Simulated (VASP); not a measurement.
# Bi (C2/m) in VASP: further runs

Runs on Bi. Level: PBE. Tasks: single point.

Program: VASP 6.6.1. These are calculated values, not measurements. Logs are shortened: lines on timing, memory, paths and dates and some standing lists are left out, and cuts for length are marked.

### 1 The cell of the first run

The structure is monoclinic, space group C2/m (No. 12). The conventional cell has a = 6.994 Å, b = 6.233 Å, c = 3.382 Å, α = 90.00°, β = 112.27°, γ = 90.00°. Within 4.2 Å of Bi (site symmetry m) lie 9 Bi at 3.18 to 4.04 Å.

### 2 Single point, PBE

INCAR

```
SYSTEM = Bi
ALGO = Normal
EDIFF = 1E-7
ENCUT = 520
GGA = PE
ISIF = 2
ISMEAR = 0
LASPH = .TRUE.
LCHARG = .TRUE.
LELF = .TRUE.
LREAL = .FALSE.
LVHAR = .TRUE.
LWAVE = .FALSE.
NBANDS = 22
NELM = 100
PREC = Accurate
SIGMA = 0.1
```

KPOINTS

```
k-points
0
G
  12 12 18
  0 0 0
```

POSCAR

```
Bi
1.0
    3.4968293909     -3.1166354219     -0.0103842836
    3.4968293909      3.1166354219     -0.0103842836
   -1.2724764428      0.0000000000      3.1334110472
Bi
2
Direct
    0.2443704699      0.2443704699      0.1431438011
    0.7556295301      0.7556295301      0.8568561989
```

Potentials or basis: VASP PAW PBE potentials, release 64 (Bi_d).

Started as:

```sh
$ cat potpaw_PBE.64/Bi_d/POTCAR > POTCAR
$ mpirun -np 1 vasp_std > vasp.out
```

OUTCAR:

```text
SYSTEM = Bi
   EDIFF = 1E-7
   ENCUT = 520
   GGA = PE
   ISIF = 2
   ISMEAR = 0
   LASPH = .TRUE.
   LREAL = .FALSE.
   NELM = 100
   PREC = Accurate

 ion  position               nearest neighbor table
   1  0.244  0.244  0.143-   2 3.18   2 3.27   2 3.27   2 3.47
   2  0.756  0.756  0.857-   1 3.18   1 3.27   1 3.27   1 3.47

  LATTYP: Found a base centered monoclinic cell.
 ALAT       =     6.9936896192
 B/A-ratio  =     0.8912707288
 C/A-ratio  =     0.4835690095
 COS(beta)  =    -0.3790070360

  Lattice vectors:

 A1 = (   3.4968293909,  -3.1166354219,  -0.0103842836)
 A2 = (   3.4968293909,   3.1166354219,  -0.0103842836)
 A3 = (  -1.2724764428,   0.0000000000,   3.1334110472)

Analysis of symmetry for initial positions (statically):
=====================================================================
 Subroutine PRICEL returns:
 Original cell was already a primitive cell.

 Routine SETGRP: Setting up the symmetry group for a
 base centered monoclinic supercell.

 Subroutine GETGRP returns: Found  4 space group operations
 (whereof  4 operations were pure point group operations)
 out of a pool of  4 trial point group operations.

The static configuration has the point symmetry C_2h.

Analysis of symmetry for dynamics (positions and initial velocities):
=====================================================================
 Subroutine PRICEL returns:
 Original cell was already a primitive cell.

 Routine SETGRP: Setting up the symmetry group for a
 base centered monoclinic supercell.

 Subroutine GETGRP returns: Found  4 space group operations
 (whereof  4 operations were pure point group operations)
 out of a pool of  4 trial point group operations.

The dynamic configuration has the point symmetry C_2h.

 Subroutine INISYM returns: Found  4 space group operations
 (whereof  4 operations are pure point group operations),
 and found     1 'primitive' translations

----------------------------------------------------------------------------------------

                                     Primitive cell

  volume of cell :      68.2156

  direct lattice vectors                    reciprocal lattice vectors
     3.496829391 -3.116635422 -0.010384284     0.143159318 -0.160429416  0.058136917
     3.496829391  3.116635422 -0.010384284     0.143159318  0.160429416  0.058136917
    -1.272476443  0.000000000  3.133411047     0.000948875  0.000000000  0.319526358

  length of vectors
     4.684158406  4.684158406  3.381931562     0.222737713  0.222737713  0.319527767

  position of ions in fractional coordinates (direct lattice)
     0.244370470  0.244370470  0.143143801
     0.755629530  0.755629530  0.856856199

  ion indices of the primitive-cell ions
   primitive index   ion index
                 1           1
                 2           2

----------------------------------------------------------------------------------------

 KPOINTS: k-points

Automatic generation of k-mesh.
 Grid dimensions read from file:
 generate k-points for:   12   12   18

 Generating k-lattice:

  Cartesian coordinates                     Fractional coordinates (reciprocal lattice)
     0.011929943 -0.013369118  0.004844743     0.083333333 -0.000000000  0.000000000
     0.011929943  0.013369118  0.004844743    -0.000000000  0.083333333  0.000000000
     0.000052715  0.000000000  0.017751464     0.000000000  0.000000000  0.055555556

  Length of vectors
     0.018561476  0.018561476  0.017751543

  Shift w.r.t. Gamma in fractional coordinates (k-lattice)
     0.000000000  0.000000000  0.000000000

 Subroutine IBZKPT returns following result:
 ===========================================

 Found    710 irreducible k-points:

 Following reciprocal coordinates:
            Coordinates               Weight
  0.000000  0.000000  0.000000      1.000000
  0.083333 -0.000000 -0.000000      4.000000
  0.166667 -0.000000  0.000000      4.000000
  0.250000 -0.000000 -0.000000      4.000000
  0.333333 -0.000000  0.000000      4.000000
  0.416667 -0.000000 -0.000000      4.000000
[... 16 lines left out ...]
  0.500000  0.166667 -0.000000      4.000000
 -0.416667  0.166667  0.000000      4.000000
 [... further k-points ...]
   k-points           NKPTS =    710   k-points in BZ     NKDIM =    710   number of bands    NBANDS=     22
   number of dos      NEDOS =    301   number of ions     NIONS =      2
   total plane-waves  NPLWV =  36288
   dimension x,y,z NGX =    36 NGY =   36 NGZ =   28
   dimension x,y,z NGXF=    72 NGYF=   72 NGZF=   56
   ions per type =               2
   NGX,Y,Z   is equivalent  to a cutoff of  12.78, 12.78, 13.76 a.u.
   NGXF,Y,Z  is equivalent  to a cutoff of  25.55, 25.55, 27.53 a.u.
 SYSTEM =  Bi
   PREC   = accura    normal or accurate (medium, high low for compatibility)
   ISTART =      0    job   : 0-new  1-cont  2-samecut
   ICHARG =      2    charge: 1-file 2-atom 10-const
   ISPIN  =      1    spin polarized calculation?
[... 62 lines left out ...]
      1     -16.2338      2.00000
      2     -16.1917      2.00000
      3     -16.1464      2.00000
      4     -16.1333      2.00000
      5     -16.0550      2.00000
      6     -16.0317      2.00000
[... 14 lines left out ...]
     21      14.9816      0.00000
     22      15.3657      0.00000

 k-point     2 :       0.0833   -0.0000   -0.0000
  band No.  band energies     occupation
      1     -16.2299      2.00000
      2     -16.1923      2.00000
      3     -16.1481      2.00000
      4     -16.1304      2.00000
      5     -16.0536      2.00000
      6     -16.0324      2.00000
[... 14 lines left out ...]
     21      15.0752      0.00000
     22      15.4929      0.00000

 k-point     3 :       0.1667   -0.0000    0.0000
  band No.  band energies     occupation
      1     -16.2188      2.00000
      2     -16.1936      2.00000
      3     -16.1523      2.00000
      4     -16.1219      2.00000
      5     -16.0509      2.00000
      6     -16.0337      2.00000
[... 14 lines left out ...]
     21      15.0399      0.00000
     22      15.9717      0.00000

 k-point     4 :       0.2500   -0.0000   -0.0000
  band No.  band energies     occupation
      1     -16.2037      2.00000
      2     -16.1939      2.00000
      3     -16.1565      2.00000
      4     -16.1086      2.00000
      5     -16.0513      2.00000
      6     -16.0328      2.00000
[... 14 lines left out ...]
     21      15.5194      0.00000
     22      16.4716      0.00000

 k-point     5 :       0.3333   -0.0000    0.0000
  band No.  band energies     occupation
      1     -16.1997      2.00000
      2     -16.1834      2.00000
      3     -16.1557      2.00000
      4     -16.0923      2.00000
      5     -16.0581      2.00000
      6     -16.0284      2.00000
[... 14 lines left out ...]
     21      15.6419      0.00000
     22      16.8953      0.00000

 k-point     6 :       0.4167   -0.0000   -0.0000
  band No.  band energies     occupation
      1     -16.2006      2.00000
      2     -16.1778      2.00000
      3     -16.1432      2.00000
      4     -16.0760      2.00000
      5     -16.0685      2.00000
      6     -16.0266      2.00000
[... 14 lines left out ...]
     21      15.6284      0.00000
     22      16.6773      0.00000

 k-point     7 :       0.5000   -0.0000   -0.0000
  band No.  band energies     occupation
      1     -16.2010      2.00000
      2     -16.1774      2.00000
      3     -16.1340      2.00000
      4     -16.0762      2.00000
      5     -16.0658      2.00000
      6     -16.0320      2.00000
[... 324 lines left out ...]
      6     -16.0382      2.00000
[... 14 lines left out ...]
     21      15.6046      0.00000
     22      16.5270      0.00000

 k-point    21 :       0.3333    0.1667   -0.0000
  band No.  band energies     occupation
      1     -16.1966      2.00000
      2     -16.1890      2.00000
      3     -16.1276      2.00000
      4     -16.0870      2.00000
      5     -16.0614      2.00000
      6     -16.0327      2.00000
[... 14 lines left out ...]
     21      16.0996      0.00000
     22      16.5614      0.00000

 k-point    22 :       0.4167    0.1667   -0.0000
  band No.  band energies     occupation
      1     -16.1992      2.00000
      2     -16.1854      2.00000
      3     -16.1157      2.00000
      4     -16.0720      2.00000
      5     -16.0699      2.00000
      6     -16.0258      2.00000
[... 14 lines left out ...]
     21      16.0847      0.00000
     22      16.7402      0.00000

 k-point    23 :       0.5000    0.1667   -0.0000
  band No.  band energies     occupation
      1     -16.2018      2.00000
      2     -16.1837      2.00000
      3     -16.1186      2.00000
      4     -16.0676      2.00000
      5     -16.0612      2.00000
      6     -16.0325      2.00000
[... 14 lines left out ...]
     21      15.6606      0.00000
     22      15.9957      0.00000

 k-point    24 :      -0.4167    0.1667    0.0000
  band No.  band energies     occupation
      1     -16.2038      2.00000
      2     -16.1816      2.00000
      3     -16.1378      2.00000
      4     -16.0687      2.00000
      5     -16.0533      2.00000
      6     -16.0307      2.00000
[... 14 lines left out ...]
     21      15.6881      0.00000
     22      16.5418      0.00000

 [... further k-points ...]
[... 5 lines left out ...]
  --------------------------------------------------------------------------------------
  -------------------------------------------------------------------------------------
  Total       -0.0238729     -0.0311996     -0.0258911      0.0000000      0.0000000      0.0028697
  in kB       -0.5607030     -0.7327835     -0.6081026      0.0000000      0.0000000      0.0674001
  external PRESSURE =      -0.6338630 kB  Pullay stress =       0.0000000 kB

 VOLUME and BASIS-vectors are now :
 -----------------------------------------------------------------------------
  energy-cutoff  :      520.00
  volume of cell :       68.22
      direct lattice vectors                 reciprocal lattice vectors
     3.496829391 -3.116635422 -0.010384284     0.143159318 -0.160429416  0.058136917
     3.496829391  3.116635422 -0.010384284     0.143159318  0.160429416  0.058136917
    -1.272476443  0.000000000  3.133411047     0.000948875  0.000000000  0.319526358

 POSITION                                       TOTAL-FORCE (eV/Angst)
 -----------------------------------------------------------------------------------
      1.52690      0.00000      0.44345         0.003317      0.000000      0.000948
      4.19429      0.00000      2.66919        -0.003317      0.000000     -0.000948
 -----------------------------------------------------------------------------------
    total drift:                                0.000000      0.000000     -0.000000

  FREE ENERGIE OF THE ION-ELECTRON SYSTEM (eV)
  ---------------------------------------------------
  free  energy   TOTEN  =        -7.6878653930 eV

  energy  without entropy=       -7.6830411949  energy(sigma->0) =       -7.68545329
```

Run time: 14 min. Hardware: 1 thread of Intel Xeon Platinum 8375C at 2.90GHz (Ice Lake), shared host; peak memory 0.83 GiB.

Results:

```
Free energy            : -7.6879 eV
Pressure               : -0.1 GPa
Largest force          : 0.003 eV/Å
Band gap on the k mesh : zero (band 15 reaches 9.73 eV, above the bottom of band 16 at 4.87 eV)
```

Forces in eV/Å, atoms in the order of the input:
```
Bi   0.003  0.000  0.001
Bi  -0.003  0.000 -0.001
```

Levels at points of the mesh, in eV from the Fermi level:
| k point | band 12 | band 13 | band 14 | band 15 | band 16 | band 17 | band 18 | band 19 |
| --- | --- | --- | --- | --- | --- | --- | --- | --- |
| (0.00, 0.00, 0.00) | -9.08 | -3.02 | -2.71 | 2.79 | 3.10 | 3.91 | 4.02 | 4.15 |
| (0.50, 0.00, 0.00) | -11.34 | -1.16 | -0.92 | -0.61 | -0.52 | 3.31 | 4.44 | 7.55 |
| (0.50, 0.50, 0.00) | -10.92 | -4.87 | -4.85 | 2.97 | 3.85 | 5.26 | 5.67 | 8.73 |
| (0.00, 0.00, 0.50) | -8.95 | -3.87 | -2.37 | -1.59 | 1.13 | 1.48 | 1.53 | 6.13 |
| (0.50, 0.00, 0.50) | -9.07 | -4.24 | -3.00 | -1.84 | 0.95 | 2.11 | 2.24 | 5.78 |
| (0.50, 0.50, 0.50) | -9.40 | -3.64 | -2.74 | -2.24 | -0.48 | 1.16 | 1.71 | 6.21 |

Caveat: spin-orbit coupling is left out, which moves the levels of the heavy elements.

### 3 Single point, PBE

This run uses another cell than the first one, of 34.03 Å³/atom, 0.998 times its volume.

INCAR

```
ALGO     = Normal         # electronic algorithm
EDIFF    = 1E-6           # SCF threshold, eV
ENCUT    = 520            # plane-wave cutoff, eV
GGA      = PE             # functional
ISIF     = 2              # what is computed and relaxed
ISMEAR   = 0              # smearing method
LASPH    = T              # aspherical terms in the spheres
LCHARG   = F              # write CHGCAR
LREAL    = F              # projectors in reciprocal space
LWAVE    = F              # write WAVECAR
NBANDS   = 22             # bands
NELM     = 100            # most SCF steps
PREC     = Accurate       # precision mode
SIGMA    = 0.1            # smearing width, eV
```

KPOINTS

```
k-points
0
Gamma
  4 4 6
```

POSCAR

```
Bi
1.0
    3.4885980000     -3.1325780000      0.0000000000
    3.4885980000      3.1325780000      0.0000000000
   -1.2602350000      0.0000000000      3.1135500000
Bi
2
Direct
    0.2469390000      0.2469390000      0.1426180000
    0.7530610000      0.7530610000      0.8573820000
```

Potentials or basis: VASP PAW PBE potentials, release 64 (Bi_d).

Started as:

```sh
$ cat potpaw_PBE.64/Bi_d/POTCAR > POTCAR
$ mpirun -np 1 vasp_std > vasp.out
```

Run time: 51 s. Hardware: 1 thread of Intel Xeon Platinum 8375C at 2.90GHz (Ice Lake), shared host; peak memory 0.19 GiB.

Results (log left out):

```
Free energy            : -7.7060 eV
Pressure               : -0.1 GPa
Largest force          : 0.110 eV/Å
Band gap on the k mesh : zero (band 15 reaches 9.90 eV, above the bottom of band 16 at 5.15 eV)
```

Forces in eV/Å, atoms in the order of the input:
```
Bi  -0.038  0.000 -0.103
Bi   0.038  0.000  0.103
```

Stress tensor (GPa, compression positive):
```
 0.89  0.00  0.20
 0.00 -0.66  0.00
 0.20  0.00 -0.60
```

Levels at points of the mesh, in eV from the Fermi level:
```tsv
k point	band 11	band 12	band 13	band 14	band 15	band 16	band 17	band 18	band 19	band 20
(0.00, 0.00, 0.00)	-13.05	-9.13	-3.02	-2.74	2.82	3.11	3.77	4.14	4.30	6.77
(0.50, 0.00, 0.00)	-11.61	-11.41	-1.09	-0.92	-0.69	-0.63	3.44	4.57	7.69	8.41
(0.50, 0.50, 0.00)	-11.21	-10.96	-4.87	-4.86	3.18	3.92	5.22	5.57	8.90	9.76
(0.00, 0.00, 0.50)	-10.73	-8.95	-3.89	-2.44	-1.57	1.22	1.53	1.59	6.16	6.82
(0.50, 0.00, 0.50)	-10.44	-9.06	-4.23	-3.04	-1.75	0.94	2.06	2.18	5.75	6.53
(0.50, 0.50, 0.50)	-10.14	-9.31	-3.75	-2.80	-2.19	-0.40	1.18	1.70	6.17	8.30
```

Caveat: spin-orbit coupling is left out, which moves the levels of the heavy elements.

### 4 Single point, PBE

This run uses another cell than the first one: it holds 8 atoms, not 2.

INCAR

```
SYSTEM = Bi
PREC     = Accurate       ! precision mode
ENCUT    = 520            ! plane-wave cutoff, eV
EDIFF    = 1E-6           ! SCF threshold, eV
ISMEAR   = 0              ! smearing method
SIGMA    = 0.1            ! smearing width, eV
LREAL    = .False.        ! projectors in reciprocal space
LASPH    = .True.         ! aspherical terms in the spheres
NELM     = 100            ! most SCF steps
ALGO     = Normal         ! electronic algorithm
ISIF     = 2              ! what is computed and relaxed
LWAVE    = .False.        ! write WAVECAR
LCHARG   = .False.        ! write CHGCAR
GGA      = PE             ! functional
NBANDS   = 70             ! bands
```

KPOINTS

```
regular mesh
0
Gamma
  4 4 4
  0 0 0
```

POSCAR

```
Bi
1.0
    6.3749618532     -4.5056662634      0.0000000000
    6.3749618532      4.5056662634      0.0000000000
   -2.6303556531      0.0000000000      5.3221093076
Bi
8
Direct
    0.8260000000      0.8260000000      0.1740000000
    0.1740000000      0.1740000000      0.8260000000
    0.2480000000      0.2480000000      0.1860000000
    0.7520000000      0.7520000000      0.8140000000
    0.7691000000      0.3029000000      0.1810000000
    0.6971000000      0.2309000000      0.8190000000
    0.2309000000      0.6971000000      0.8190000000
    0.3029000000      0.7691000000      0.1810000000
```

Started as:

```sh
$ cat potpaw_PBE.64/Bi_d/POTCAR > POTCAR
$ mpirun -np 1 vasp_std > vasp.out
```

Wall time 12 min (1 thread of Intel Xeon Platinum 8259CL at 2.50GHz (Skylake/Cascade Lake), shared host); peak memory 0.62 GiB.

Results (log left out):

```
Free energy            : 22.2846 eV
Pressure               : 63.8 GPa
Largest force          : 46.066 eV/Å
Band gap on the k mesh : zero (band 60 reaches 5.54 eV, above the bottom of band 61 at 5.07 eV)
```

Forces on the atoms (eV/Å):
```
Bi   -1.078   0.000  46.006
Bi    1.078   0.000 -46.006
Bi    0.832   0.000  46.058
Bi   -0.832   0.000 -46.058
Bi   -0.788   0.765  44.356
Bi    0.788   0.765 -44.356
Bi    0.788  -0.765 -44.356
Bi   -0.788  -0.765  44.356
```

Stress tensor (GPa, compression positive):
```
  7.60   0.00  -1.60
  0.00   5.59   0.00
 -1.60   0.00 178.27
```

Levels at points of the mesh, in eV from the Fermi level:
| k point | band 58 | band 59 | band 60 | band 61 | band 62 | band 63 |
| --- | --- | --- | --- | --- | --- | --- |
| (0.00, 0.00, 0.00) | -0.56 | -0.50 | -0.36 | 0.57 | 0.63 | 0.67 |
| (0.50, 0.00, 0.00) | -0.69 | -0.52 | -0.25 | 0.59 | 0.61 | 1.02 |
| (0.50, 0.50, 0.00) | -1.26 | -1.23 | -1.01 | 0.33 | 0.72 | 0.96 |
| (0.00, 0.00, 0.50) | -0.68 | -0.56 | 0.12 | 0.58 | 0.69 | 0.85 |
| (0.50, 0.00, 0.50) | -0.47 | -0.34 | -0.31 | 0.49 | 0.56 | 1.51 |
| (0.50, 0.50, 0.50) | -0.90 | -0.22 | 0.08 | 0.81 | 0.96 | 1.70 |

Caveat: spin-orbit coupling is left out, which moves the levels of the heavy elements; forces of over 1 eV/Å act on the atoms, so gaps and moduli don't describe the material at rest.

### 5 The runs side by side

```tsv
cell	k mesh	gap on the mesh (eV)	pressure (GPa)	largest force (eV/Å)
a = 4.684, b = 4.684, c = 3.382 Å, angles 106.4, 106.4, 83.4°, 2 atoms	12 × 12 × 18	none	-0.1	-
a = 4.689, b = 4.689, c = 3.359 Å, angles 106.2, 106.2, 83.8°, 2 atoms	4 × 4 × 6	none	-0.1	0.11
a = 7.806, b = 7.806, c = 5.937 Å, angles 111.2, 111.2, 70.5°, 8 atoms	4 × 4 × 4	none	63.8	46.07
```

Alike in all rows: task single point; level PBE; potentials or basis VASP PAW PBE potentials, release 64 (Bi_d); no spin polarisation; cutoff (eV) 520; smearing gaussian 0.1 eV.

Caveats: spin-orbit coupling is left out, which moves the levels of the heavy elements; forces of over 1 eV/Å act on the atoms, so gaps and moduli don't describe the material at rest (some runs).

Absolute energies hang on the potentials; compare differences alone.
